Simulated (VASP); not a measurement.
# Ge (Fd-3m) in VASP: single point with LDA

Aim: the single point of Ge with LDA.

Everything below comes from runs of VASP 6.6.1. Logs are shortened: lines on timing, memory, paths and dates and some standing lists are left out, and cuts for length are marked.

## (1) The cell of the first run

It takes space group Fd-3m (No. 227, cubic). Conventional cell: a = 5.622 Å, b = 5.622 Å, c = 5.622 Å, α = 90.00°, β = 90.00°, γ = 90.00°. Within 3.2 Å of Ge (site symmetry -43m) lie 4 Ge at 2.43 Å.

## (2) Single point, LDA

The input, INCAR:

```
ALGO     = Normal         # electronic algorithm
EDIFF    = 1E-6           # SCF threshold, eV
ENCUT    = 500            # plane-wave cutoff, eV
GGA      = CA             # functional
GGA_COMPAT= F            
ISIF     = 2              # what is computed and relaxed
ISMEAR   = 0              # smearing method
LASPH    = T              # aspherical terms in the spheres
LCHARG   = F              # write CHGCAR
LREAL    = F              # projectors in reciprocal space
LWAVE    = F              # write WAVECAR
NBANDS   = 21             # bands
NELM     = 120            # most SCF steps
PREC     = Accurate       # precision mode
SIGMA    = 0.1            # smearing width, eV
```

The input, KPOINTS:

```
k-points
0
Gamma
  12 12 12
```

The input, POSCAR:

```
Ge
1.0
    0.0000000000      2.8109399903      2.8109399903
    2.8109399903      0.0000000000      2.8109399903
    2.8109399903      2.8109399903      0.0000000000
Ge
2
Direct
    0.0000000000      0.0000000000      0.0000000000
    0.2500000000      0.2500000000      0.2500000000
```

Potentials or basis: VASP PAW LDA potentials, release 64 (Ge_d).

Command:

```console
cat potpaw_LDA.64/Ge_d/POTCAR > POTCAR
mpirun -np 1 vasp_std > vasp.out
```

OUTCAR:

```text
EDIFF = 1E-6
   ENCUT = 500
   GGA = CA
   ISIF = 2
   ISMEAR = 0
   LASPH = T
   LREAL = F
   NELM = 120
   PREC = Accurate

 ion  position               nearest neighbor table
   1  0.000  0.000  0.000-   2 2.43   2 2.43   2 2.43   2 2.43
   2  0.250  0.250  0.250-   1 2.43   1 2.43   1 2.43   1 2.43

  LATTYP: Found a face centered cubic cell.
 ALAT       =     5.6218799806

  Lattice vectors:

 A1 = (   0.0000000000,   2.8109399903,   2.8109399903)
 A2 = (   2.8109399903,   0.0000000000,   2.8109399903)
 A3 = (   2.8109399903,   2.8109399903,   0.0000000000)

Analysis of symmetry for initial positions (statically):
=====================================================================
 Subroutine PRICEL returns:
 Original cell was already a primitive cell.

 Routine SETGRP: Setting up the symmetry group for a
 face centered cubic supercell.

 Subroutine GETGRP returns: Found 48 space group operations
 (whereof 24 operations were pure point group operations)
 out of a pool of 48 trial point group operations.

The static configuration has the point symmetry T_d .
 The point group associated with its full space group is O_h .

Analysis of symmetry for dynamics (positions and initial velocities):
=====================================================================
 Subroutine PRICEL returns:
 Original cell was already a primitive cell.

 Routine SETGRP: Setting up the symmetry group for a
 face centered cubic supercell.

 Subroutine GETGRP returns: Found 48 space group operations
 (whereof 24 operations were pure point group operations)
 out of a pool of 48 trial point group operations.

The dynamic configuration has the point symmetry T_d .
 The point group associated with its full space group is O_h .

 Subroutine INISYM returns: Found 48 space group operations
 (whereof 24 operations are pure point group operations),
 and found     1 'primitive' translations

----------------------------------------------------------------------------------------

                                     Primitive cell

  volume of cell :      44.4206

  direct lattice vectors                    reciprocal lattice vectors
     0.000000000  2.810939990  2.810939990    -0.177876441  0.177876441  0.177876441
     2.810939990  0.000000000  2.810939990     0.177876441 -0.177876441  0.177876441
     2.810939990  2.810939990  0.000000000     0.177876441  0.177876441 -0.177876441

  length of vectors
     3.975269457  3.975269457  3.975269457     0.308091032  0.308091032  0.308091032

  position of ions in fractional coordinates (direct lattice)
     0.000000000  0.000000000  0.000000000
     0.250000000  0.250000000  0.250000000

  ion indices of the primitive-cell ions
   primitive index   ion index
                 1           1
                 2           2

----------------------------------------------------------------------------------------

 KPOINTS: k-points

Automatic generation of k-mesh.
 Grid dimensions read from file:
 generate k-points for:   12   12   12

 Generating k-lattice:

  Cartesian coordinates                     Fractional coordinates (reciprocal lattice)
    -0.014823037  0.014823037  0.014823037     0.083333333  0.000000000  0.000000000
     0.014823037 -0.014823037  0.014823037     0.000000000  0.083333333  0.000000000
     0.014823037  0.014823037 -0.014823037     0.000000000  0.000000000  0.083333333

  Length of vectors
     0.025674253  0.025674253  0.025674253

  Shift w.r.t. Gamma in fractional coordinates (k-lattice)
     0.000000000  0.000000000  0.000000000

 Subroutine IBZKPT returns following result:
 ===========================================

 Found     72 irreducible k-points:

 Following reciprocal coordinates:
            Coordinates               Weight
  0.000000  0.000000  0.000000      1.000000
  0.083333  0.000000  0.000000      8.000000
  0.166667  0.000000  0.000000      8.000000
  0.250000  0.000000  0.000000      8.000000
  0.333333  0.000000  0.000000      8.000000
  0.416667  0.000000  0.000000      8.000000
[... 16 lines left out ...]
  0.500000  0.166667  0.000000     24.000000
 -0.416667  0.166667  0.000000     24.000000
 [... further k-points ...]
   k-points           NKPTS =     72   k-points in BZ     NKDIM =     72   number of bands    NBANDS=     21
   number of dos      NEDOS =    301   number of ions     NIONS =      2
   total plane-waves  NPLWV =  27000
   dimension x,y,z NGX =    30 NGY =   30 NGZ =   30
   dimension x,y,z NGXF=    60 NGYF=   60 NGZF=   60
   ions per type =               2
   NGX,Y,Z   is equivalent  to a cutoff of  12.55, 12.55, 12.55 a.u.
   NGXF,Y,Z  is equivalent  to a cutoff of  25.09, 25.09, 25.09 a.u.
 SYSTEM =  unknown system
   PREC   = accura    normal or accurate (medium, high low for compatibility)
   ISTART =      0    job   : 0-new  1-cont  2-samecut
   ICHARG =      2    charge: 1-file 2-atom 10-const
   ISPIN  =      1    spin polarized calculation?
   LNONCOLLINEAR =      F non collinear calculations
   LSORBIT =      F    spin-orbit coupling
   LASPH  =      T    aspherical Exc in radial PAW
   ENCUT  =  500.0 eV  36.75 Ry    6.06 a.u.   7.25  7.25  7.25*2*pi/ulx,y,z
   NELM   =    120;   NELMIN=  2; NELMDL= -5     # of ELM steps
   EDIFF  = 0.1E-05   stopping-criterion for ELM
   LREAL  =      F    real-space projection
   EDIFFG = 0.1E-04   stopping-criterion for IOM
   NSW    =      0    number of steps for IOM
   IBRION =     -1    ionic relax: 0-MD 1-quasi-New 2-CG
   NFREE  =      0    steps in history (QN), initial steepest desc. (CG)
   ISIF   =      2    stress and relaxation
   ISYM   =      2    0-nonsym 1-usesym 2-fastsym
   POTIM  = 0.5000    time-step for ionic-motion
   TEBEG  =    0.0;   TEEND  =   0.0 temperature during run
   PSTRESS=    0.0 pullay stress
   NELECT =      28.0000    total number of electrons
   NUPDOWN=      -1.0000    fix difference up-down
   EMIN   =  10.00;   EMAX   =-10.00  energy-range for DOS
   EFERMI =   0.00;   METHOD = LEGACY
   ISMEAR =     0;   SIGMA  =   0.10  broadening in eV -4-tet -1-fermi 0-gaus
   EFERMI_NEDOS =   21; number of points for ismear=-14 and -15
   IALGO  =     38    algorithm
   IMIX   =      4    mixing-type and parameters
     AMIX     =   0.40;   BMIX     =  1.00
     AMIX_MAG =   1.60;   BMIX_MAG =  1.00
  volume/ion in A,a.u.               =      22.21       149.88
  Fermi-wavevector in a.u.,A,eV,Ry     =   1.403673  2.652557 26.807529  1.970298
  Thomas-Fermi vector in A             =   2.526311
   LORBIT       =      0    0 simple, 1 ext, 2 COOP (PROOUT), +10 PAW based schemes
   GGA     = CA    functional components
   LHFCALC =     F    Hartree Fock is set to
   AEXX    =    0.0000 exact exchange contribution
   IVDW    =     0    specifies the selected vdW correction
   LEPSILON=     F    determine dielectric tensor
   LRPA    =     F    only Hartree local field effects (RPA)
 non-spin polarized calculation
 Gauss-broadening in eV      SIGMA  =   0.10
  energy-cutoff  :      500.00
  volume of cell :       44.42
 maximum number of plane-waves:      1158
 NGX is ok and might be reduce to    30
   NGX = 15   NGY = 15   NGZ = 15

 number of electron      28.0000032 magnetization

 Free energy of the ion-electron system (eV)
  ---------------------------------------------------
  ext. energy  EPLUGINS =         0.00000000
  ---------------------------------------------------
  free energy    TOTEN  =       -10.39086892 eV

  energy without entropy =      -10.39065055  energy(sigma->0) =      -10.39075973

 E-fermi :   4.9441     XC(G=0): -10.3787

 val. band max:        4.9426106386   @ k =   0.0000   0.0000   0.0000
 cond. band min:       5.0363777413   @ k =   0.5000   0.0000   0.0000
 fundamental gap:      0.0937671027
 Fermi energy:         4.9440906907

 k-point     1 :       0.0000    0.0000    0.0000
  band No.  band energies     occupation
      1     -20.0566      2.00000
      2     -20.0566      2.00000
      3     -20.0566      2.00000
      4     -20.0183      2.00000
      5     -20.0183      2.00000
      6     -19.7971      2.00000
[... 13 lines left out ...]
     20      14.5139      0.00000
     21      14.5139      0.00000

 k-point     2 :       0.0833    0.0000    0.0000
  band No.  band energies     occupation
      1     -20.0611      2.00000
      2     -20.0611      2.00000
      3     -20.0554      2.00000
      4     -20.0122      2.00000
      5     -20.0122      2.00000
      6     -19.8040      2.00000
[... 13 lines left out ...]
     20      13.8858      0.00000
     21      13.8858      0.00000

 k-point     3 :       0.1667    0.0000    0.0000
  band No.  band energies     occupation
      1     -20.0691      2.00000
      2     -20.0691      2.00000
      3     -20.0521      2.00000
      4     -20.0000      2.00000
      5     -20.0000      2.00000
      6     -19.8146      2.00000
[... 13 lines left out ...]
     20      13.3003      0.00000
     21      13.3003      0.00000

 k-point     4 :       0.2500    0.0000    0.0000
  band No.  band energies     occupation
      1     -20.0756      2.00000
      2     -20.0756      2.00000
      3     -20.0475      2.00000
      4     -19.9883      2.00000
      5     -19.9883      2.00000
      6     -19.8236      2.00000
[... 13 lines left out ...]
     20      13.2776      0.00000
     21      13.2776      0.00000

 k-point     5 :       0.3333    0.0000    0.0000
  band No.  band energies     occupation
      1     -20.0797      2.00000
      2     -20.0797      2.00000
      3     -20.0429      2.00000
      4     -19.9800      2.00000
      5     -19.9800      2.00000
      6     -19.8294      2.00000
[... 13 lines left out ...]
     20      13.9316      0.00000
     21      13.9316      0.00000
[... 382 lines left out ...]
     20      14.5748      0.00000
     21      15.2822      0.00000

 k-point    22 :       0.4167    0.1667    0.0000
  band No.  band energies     occupation
      1     -20.0955      2.00000
      2     -20.0821      2.00000
      3     -20.0321      2.00000
      4     -19.9694      2.00000
      5     -19.9477      2.00000
      6     -19.8789      2.00000
[... 13 lines left out ...]
     20      15.1742      0.00000
     21      16.1628      0.00000

 k-point    23 :       0.5000    0.1667    0.0000
  band No.  band energies     occupation
      1     -20.0997      2.00000
      2     -20.0858      2.00000
      3     -20.0207      2.00000
      4     -19.9602      2.00000
      5     -19.9515      2.00000
      6     -19.8716      2.00000
[... 13 lines left out ...]
     20      15.9368      0.00000
     21      16.2183      0.00000

 k-point    24 :      -0.4167    0.1667    0.0000
  band No.  band energies     occupation
      1     -20.0999      2.00000
      2     -20.0884      2.00000
      3     -20.0147      2.00000
      4     -19.9612      2.00000
      5     -19.9534      2.00000
      6     -19.8574      2.00000
[... 13 lines left out ...]
     20      14.6442      0.00000
     21      15.2262      0.00000

 [... further k-points ...]
[... 5 lines left out ...]
  --------------------------------------------------------------------------------------
  -------------------------------------------------------------------------------------
  Total        0.0389800      0.0389800      0.0389800     -0.0000000     -0.0000000     -0.0000000
  in kB        1.4059442      1.4059442      1.4059442     -0.0000000     -0.0000000     -0.0000000
  external PRESSURE =       1.4059442 kB  Pullay stress =       0.0000000 kB

 VOLUME and BASIS-vectors are now :
 -----------------------------------------------------------------------------
  energy-cutoff  :      500.00
  volume of cell :       44.42
      direct lattice vectors                 reciprocal lattice vectors
     0.000000000  2.810939990  2.810939990    -0.177876441  0.177876441  0.177876441
     2.810939990  0.000000000  2.810939990     0.177876441 -0.177876441  0.177876441
     2.810939990  2.810939990  0.000000000     0.177876441  0.177876441 -0.177876441

 POSITION                                       TOTAL-FORCE (eV/Angst)
 -----------------------------------------------------------------------------------
      0.00000      0.00000      0.00000         0.000000     -0.000000      0.000000
      1.40547      1.40547      1.40547        -0.000000      0.000000     -0.000000
 -----------------------------------------------------------------------------------
    total drift:                                0.000000     -0.000000      0.000000

  FREE ENERGIE OF THE ION-ELECTRON SYSTEM (eV)
  ---------------------------------------------------
  free  energy   TOTEN  =       -10.3908689202 eV

  energy  without entropy=      -10.3906505457  energy(sigma->0) =      -10.39075973
```

Run time: 94 s. Hardware: 1 thread of AMD EPYC 7R43 (Zen 3), shared host; peak memory 0.14 GiB.

Results:

* Free energy: -10.3909 eV
* Pressure: 0.1 GPa
